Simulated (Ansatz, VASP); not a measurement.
# Two plane-wave programs on MgO

The input INCAR:

```
  PREC = Accurate
  ENCUT = 520
  EDIFF = 1E-6
  ISMEAR = 0
  SIGMA = 0.01
  LREAL = False
  LASPH = True
  NELM = 60
  ALGO = Normal
  ISIF = 2
  LWAVE = False
  LCHARG = False
  NBANDS = 11
```

The input KPOINTS:

```
Automatic mesh
0
Gamma
  12 12 6
```

POSCAR

```
MgO
1.0
    2.9380210000      0.0000000000      0.0000000000
   -1.4690100000      2.5444010000      0.0000000000
    0.0000000000      0.0000000000      2.6796800000
Mg O
1 1
Direct
    0.0000000000      0.0000000000      0.0000000000
    0.3333333333      0.6666666667      0.5000000000
```

Input for Ansatz:

```yaml
crystal:
  lattice:
    - [2.938021, 0.0, 0.0]
    - [-1.46901, 2.544401, 0.0]
    - [0.0, 0.0, 2.67968]
  atoms:
    - { symbol: Mg, position: [0.0, 0.0, 0.0] }
    - { symbol: O, position: [0.3333333333333333, 0.6666666666666666, 0.5] }
basis:
  ecutwfc: 500.0
kpoints:
  mp_grid:
    grid: [12, 12, 6]
    shift: [0.0, 0.0, 0.0]
hamiltonian:
  xc: lda
scf:
  occupations:
    method: fixed
output:
  stress: true
```

Alike in both runs: task single point; functional LDA; k mesh 12 × 12 × 6; no spin polarisation.

```csv
,VASP,Ansatz
version,VASP 6.6.1,Ansatz 0.2.0
potentials or method,"VASP PAW LDA potentials, release 64 (Mg, O), cutoff 520 eV","plane waves, PAW"
occupations,"gaussian, width 0.01 eV",fixed
valence electrons in the cell,8,16
```

```csv
,VASP,Ansatz,Ansatz less VASP
pressure (GPa),-11.0,-9.3,+1.64
"traceless stress, the component that is largest in VASP (GPa)",-1.04,-0.85,+0.188
```

LDA's correlation is that of Perdew and Zunger in VASP and of Perdew and Wang (1992) in Ansatz. VASP's potentials hold 8 valence electrons a cell and Ansatz's 16, so a difference there can come from the potentials and not from the codes.
